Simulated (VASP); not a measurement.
# TiO2 (I-42d) in VASP: relaxation of cell and atoms with r2SCAN

Aim: the relaxation of cell and atoms of TiO2 with r2SCAN.

Program: VASP 6.6.1. These are calculated values, not measurements. Logs are shortened: lines on timing, memory, paths and dates and some standing lists are left out, and cuts for length are marked.

**1. The cell of the first run**

It takes space group I-42d (No. 122, tetragonal). The conventional cell has a = 5.901 Å, b = 5.901 Å, c = 8.350 Å, α = 90.00°, β = 90.00°, γ = 90.00°. Within 2.4 Å of Ti (site symmetry -4) lie 4 O at 1.81 Å. O (site symmetry 2) has 2 Ti at 1.81 Å within 2.4 Å.

**2. Relaxation of cell and atoms, r2SCAN**

The input, POSCAR:

```
TiO2
1.0
   -2.9507447088      2.9507447088      4.1750841506
    2.9507447088     -2.9507447088      4.1750841506
    2.9507447088      2.9507447088     -4.1750841506
Ti O
2 4
Direct
    0.0000000000      0.0000000000      0.0000000000
    0.7500000000      0.2500000000      0.5000000000
    0.3750000000      0.1287760861      0.2537760861
    0.8787760861      0.6250000000      0.7537760861
    0.8712239139      0.1250000000      0.2462239139
    0.8750000000      0.1212239139      0.7462239139
```

The input, INCAR.step1:

```
SYSTEM = TiO2
  PREC = Accurate
  ENCUT = 600
  ISMEAR = 0
  SIGMA = 0.02
  LREAL = .FALSE.
  LASPH = .TRUE.
  NELM = 60
  GGA = PE
  ALGO = Normal
  EDIFF = 1E-4
  LWAVE = .TRUE.
  LCHARG = .FALSE.
```

The input, INCAR.step2:

```
SYSTEM = TiO2
  PREC = Accurate
  ENCUT = 600
  EDIFF = 1E-7
  ISMEAR = 0
  SIGMA = 0.02
  LREAL = .FALSE.
  LASPH = .TRUE.
  NELM = 60
  ALGO = Normal
  ISIF = 3
  LWAVE = .FALSE.
  LCHARG = .FALSE.
  METAGGA = R2SCAN
  LMIXTAU = .TRUE.
  IBRION = 2
  NSW = 80
  EDIFFG = -0.01
  ISTART = 1
```

The input, KPOINTS:

```
Automatic mesh
0
G
  6 6 6
  0 0 0
```

Potentials or basis: VASP PAW PBE potentials, release 64 (Ti_sv, O).

The run is started by

```
cat potpaw_PBE.64/Ti_sv/POTCAR potpaw_PBE.64/O/POTCAR > POTCAR
cp INCAR.step1 INCAR
mpirun -np 1 vasp_std > vasp.out
cp INCAR.step2 INCAR
mpirun -np 1 vasp_std > vasp.out
```

OUTCAR:

```text
SYSTEM = TiO2
   PREC = Accurate
   ENCUT = 600
   EDIFF = 1E-7
   ISMEAR = 0
   LREAL = .FALSE.
   LASPH = .TRUE.
   NELM = 60
   ISIF = 3
   METAGGA = R2SCAN
   IBRION = 2
   NSW = 80
   EDIFFG = -0.01
   ISTART = 1

 ion  position               nearest neighbor table
   1  0.000  0.000  0.000-   4 1.81   3 1.81   5 1.81   6 1.81
   2  0.750  0.250  0.500-   3 1.81   4 1.81   5 1.81   6 1.81
   3  0.375  0.129  0.254-   2 1.81   1 1.81
   4  0.879  0.625  0.754-   1 1.81   2 1.81
   5  0.871  0.125  0.246-   1 1.81   2 1.81
   6  0.875  0.121  0.746-   1 1.81   2 1.81

  LATTYP: Found a body centered tetragonal cell.
 ALAT       =     5.9014894176
 C/A-ratio  =     1.4149255739

  Lattice vectors:

 A1 = (  -2.9507447088,   2.9507447088,   4.1750841506)
 A2 = (   2.9507447088,  -2.9507447088,   4.1750841506)
 A3 = (   2.9507447088,   2.9507447088,  -4.1750841506)

Analysis of symmetry for initial positions (statically):
=====================================================================
 Subroutine PRICEL returns:
 Original cell was already a primitive cell.

 Routine SETGRP: Setting up the symmetry group for a
 body centered tetragonal supercell.

 Subroutine GETGRP returns: Found  8 space group operations
 (whereof  4 operations were pure point group operations)
 out of a pool of 16 trial point group operations.

The static configuration has the point symmetry S_4 .
 The point group associated with its full space group is D_2d.

Analysis of symmetry for dynamics (positions and initial velocities):
=====================================================================
 Subroutine PRICEL returns:
 Original cell was already a primitive cell.

 Routine SETGRP: Setting up the symmetry group for a
 body centered tetragonal supercell.

 Subroutine GETGRP returns: Found  8 space group operations
 (whereof  4 operations were pure point group operations)
 out of a pool of 16 trial point group operations.

The dynamic configuration has the point symmetry S_4 .
 The point group associated with its full space group is D_2d.

 Subroutine INISYM returns: Found  8 space group operations
 (whereof  4 operations are pure point group operations),
 and found     1 'primitive' translations

----------------------------------------------------------------------------------------

                                     Primitive cell

  volume of cell :     145.4081

  direct lattice vectors                    reciprocal lattice vectors
    -2.950744709  2.950744709  4.175084151     0.000000000  0.169448749  0.119758065
     2.950744709 -2.950744709  4.175084151     0.169448749  0.000000000  0.119758065
     2.950744709  2.950744709 -4.175084151     0.169448749  0.169448749  0.000000000

  length of vectors
     5.902975211  5.902975211  5.902975211     0.207496681  0.207496681  0.239636719

  position of ions in fractional coordinates (direct lattice)
     0.000000000  0.000000000  0.000000000
     0.750000000  0.250000000  0.500000000
     0.375000000  0.128776086  0.253776086
     0.878776086  0.625000000  0.753776086
     0.871223914  0.125000000  0.246223914
     0.875000000  0.121223914  0.746223914

  ion indices of the primitive-cell ions
   primitive index   ion index
                 1           1
                 2           2
                 3           3
                 4           4
                 5           5
                 6           6

----------------------------------------------------------------------------------------

 KPOINTS: Automatic mesh

Automatic generation of k-mesh.
 Grid dimensions read from file:
 generate k-points for:    6    6    6

 Generating k-lattice:

  Cartesian coordinates                     Fractional coordinates (reciprocal lattice)
     0.000000000  0.028241458  0.019959678     0.166666667  0.000000000  0.000000000
     0.028241458  0.000000000  0.019959678     0.000000000  0.166666667  0.000000000
     0.028241458  0.028241458  0.000000000     0.000000000  0.000000000  0.166666667

  Length of vectors
     0.034582780  0.034582780  0.039939453

  Shift w.r.t. Gamma in fractional coordinates (k-lattice)
     0.000000000  0.000000000  0.000000000

 Subroutine IBZKPT returns following result:
 ===========================================

 Found     30 irreducible k-points:

 Following reciprocal coordinates:
            Coordinates               Weight
  0.000000  0.000000  0.000000      1.000000
  0.166667  0.000000  0.000000      8.000000
  0.333333  0.000000  0.000000      8.000000
  0.500000  0.000000  0.000000      4.000000
  0.166667  0.166667 -0.000000      8.000000
  0.333333  0.166667  0.000000     16.000000
[... 16 lines left out ...]
 -0.333333 -0.333333  0.166667      8.000000
 -0.166667 -0.333333  0.166667      8.000000
 [... further k-points ...]
   k-points           NKPTS =     30   k-points in BZ     NKDIM =     30   number of bands    NBANDS=     28
   number of dos      NEDOS =    301   number of ions     NIONS =      6
   total plane-waves  NPLWV = 110592
   dimension x,y,z NGX =    48 NGY =   48 NGZ =   48
   dimension x,y,z NGXF=    96 NGYF=   96 NGZF=   96
   ions per type =               2   4
   NGX,Y,Z   is equivalent  to a cutoff of  13.52, 13.52, 13.52 a.u.
   NGXF,Y,Z  is equivalent  to a cutoff of  27.04, 27.04, 27.04 a.u.
 SYSTEM =  TiO2
   PREC   = accura    normal or accurate (medium, high low for compatibility)
   ISTART =      1    job   : 0-new  1-cont  2-samecut
   ICHARG =      0    charge: 1-file 2-atom 10-const
   ISPIN  =      1    spin polarized calculation?
   LNONCOLLINEAR =      F non collinear calculations
   LSORBIT =      F    spin-orbit coupling
   LASPH  =      T    aspherical Exc in radial PAW
   ENCUT  =  600.0 eV  44.10 Ry    6.64 a.u.  11.79 11.79 11.79*2*pi/ulx,y,z
   NELM   =     60;   NELMIN=  2; NELMDL=  0     # of ELM steps
   EDIFF  = 0.1E-06   stopping-criterion for ELM
   LREAL  =      F    real-space projection
   EDIFFG = -.1E-01   stopping-criterion for IOM
   NSW    =     80    number of steps for IOM
   IBRION =      2    ionic relax: 0-MD 1-quasi-New 2-CG
   NFREE  =      1    steps in history (QN), initial steepest desc. (CG)
   ISIF   =      3    stress and relaxation
   ISYM   =      2    0-nonsym 1-usesym 2-fastsym
   POTIM  = 0.5000    time-step for ionic-motion
   TEBEG  =    0.0;   TEEND  =   0.0 temperature during run
   PSTRESS=    0.0 pullay stress
   NELECT =      48.0000    total number of electrons
   NUPDOWN=      -1.0000    fix difference up-down
   EMIN   =  10.00;   EMAX   =-10.00  energy-range for DOS
   EFERMI =   0.00;   METHOD = LEGACY
   ISMEAR =     0;   SIGMA  =   0.02  broadening in eV -4-tet -1-fermi 0-gaus
   EFERMI_NEDOS =   21; number of points for ismear=-14 and -15
   IALGO  =     38    algorithm
   IMIX   =      4    mixing-type and parameters
     AMIX     =   0.40;   BMIX     =  1.00
     AMIX_MAG =   1.60;   BMIX_MAG =  1.00
  volume/ion in A,a.u.               =      24.23       163.54
  Fermi-wavevector in a.u.,A,eV,Ry     =   1.131425  2.138083 17.417122  1.280122
  Thomas-Fermi vector in A             =   2.268124
   LORBIT       =      0    0 simple, 1 ext, 2 COOP (PROOUT), +10 PAW based schemes
   METAGGA = R2SCAN    functional components
   LHFCALC =     F    Hartree Fock is set to
   AEXX    =    0.0000 exact exchange contribution
   IVDW    =     0    specifies the selected vdW correction
   LEPSILON=     F    determine dielectric tensor
   LRPA    =     F    only Hartree local field effects (RPA)
 conjugate gradient relaxation of ions
 non-spin polarized calculation
 Gauss-broadening in eV      SIGMA  =   0.02
  energy-cutoff  :      600.00
  volume of cell :      145.41
 maximum number of plane-waves:      4909
   NGX = 23   NGY = 23   NGZ = 23

--------------------------------------- Ionic step        1  -------------------------------------------

 number of electron      47.9999994 magnetization

 Free energy of the ion-electron system (eV)
  ---------------------------------------------------
  ext. energy  EPLUGINS =         0.00000000
  ---------------------------------------------------
  free energy    TOTEN  =       -68.97783286 eV

  energy without entropy =      -68.97783286  energy(sigma->0) =      -68.97783286

------------------------ aborting loop because EDIFF is reached ----------------------------------------

  FORCE on cell =-STRESS in cart. coord.  units (eV):
  Direction    XX          YY          ZZ          XY          YZ          ZX
  --------------------------------------------------------------------------------------
  -------------------------------------------------------------------------------------
  Total        0.3048472      0.3048472      0.2960903      0.0000000     -0.0000000      0.0000000
  in kB        3.3589563      3.3589563      3.2624685      0.0000000     -0.0000000      0.0000000
  external PRESSURE =       3.3267937 kB  Pullay stress =       0.0000000 kB
[... 65 lines left out ...]
  energy  without entropy=      -68.9777013516  energy(sigma->0) =      -68.97770135

--------------------------------------- Ionic step        3  -------------------------------------------

 number of electron      47.9999994 magnetization

 Free energy of the ion-electron system (eV)
  ---------------------------------------------------
  ext. energy  EPLUGINS =         0.00000000
  ---------------------------------------------------
  free energy    TOTEN  =       -68.97835443 eV

  energy without entropy =      -68.97835443  energy(sigma->0) =      -68.97835443

 E-fermi :  -2.6856     XC(G=0):  -6.8319

 val. band max:       -2.8360103912   @ k =   0.5000   0.0000   0.0000
 cond. band min:       0.9315656829   @ k =   0.0000   0.0000   0.0000
 fundamental gap:      3.7675760741
 Fermi energy:        -2.6856199822

 k-point     1 :       0.0000    0.0000    0.0000
  band No.  band energies     occupation
      1     -60.3738      2.00000
      2     -60.3635      2.00000
      3     -35.7339      2.00000
      4     -35.7339      2.00000
      5     -35.7339      2.00000
      6     -35.6100      2.00000
[... 733 lines left out ...]
     27       2.0661      0.00000
     28       2.4560      0.00000

 [... further k-points ...]

------------------------ aborting loop because EDIFF is reached ----------------------------------------

  FORCE on cell =-STRESS in cart. coord.  units (eV):
  Direction    XX          YY          ZZ          XY          YZ          ZX
  --------------------------------------------------------------------------------------
  -------------------------------------------------------------------------------------
  Total        0.0031855      0.0031855     -0.0046475      0.0000000      0.0000000      0.0000000
  in kB        0.0349787      0.0349787     -0.0510324      0.0000000      0.0000000      0.0000000
  external PRESSURE =       0.0063083 kB  Pullay stress =       0.0000000 kB
[... 21 lines left out ...]
  FREE ENERGIE OF THE ION-ELECTRON SYSTEM (eV)
  ---------------------------------------------------
  free  energy   TOTEN  =       -68.9783544270 eV

  energy  without entropy=      -68.9783544270  energy(sigma->0) =      -68.97835443

 reached required accuracy - stopping structural energy minimisation
```

It took 55 min on 1 thread of Oxide Virtual Turin-like, shared host; peak memory 0.41 GiB.

Results:

```
Free energy                           : -68.9784 eV
Relaxed volume                        : 24.32 Å³/atom
Relaxed cell                          : a = 5.910 Å, b = 5.910 Å, c = 5.910 Å, α = 120.02°, β = 120.02°, γ = 89.97°
Space group after relaxing (to 0.1 Å) : Fd-3m (No. 227)
Energy gained by relaxing             : 0.1 meV/atom
Ionic steps                           : 3
Pressure after relaxing               : 0.0 GPa
Band gap on the k mesh                : 3.77 eV
```

The path:
| step | energy change (eV) | largest force (eV/Å) | pressure (GPa) | volume (Å³) |
| --- | --- | --- | --- | --- |
| 1 | 0.0000 | 0.0009 | 0.33 | 145.41 |
| 2 | 0.0001 | 0.0023 | -0.37 | 146.47 |
| 3 | -0.0005 | 0.0006 | 0.00 | 145.91 |

Final structure:
```
Ti O
1.0
    -2.95416    2.95416    4.17977
     2.95416   -2.95416    4.17977
     2.95416    2.95416   -4.17977
Ti O
2 4
Direct
  0.00000 0.00000 0.00000
  0.75000 0.25000 0.50000
  0.37500 0.12878 0.25378
  0.87878 0.62500 0.75378
  0.87122 0.12500 0.24622
  0.87500 0.12122 0.74622
```

Caveat: the PAW data sets were made with another functional, which shifts forces and pressure a little. A k mesh can miss the band edges.
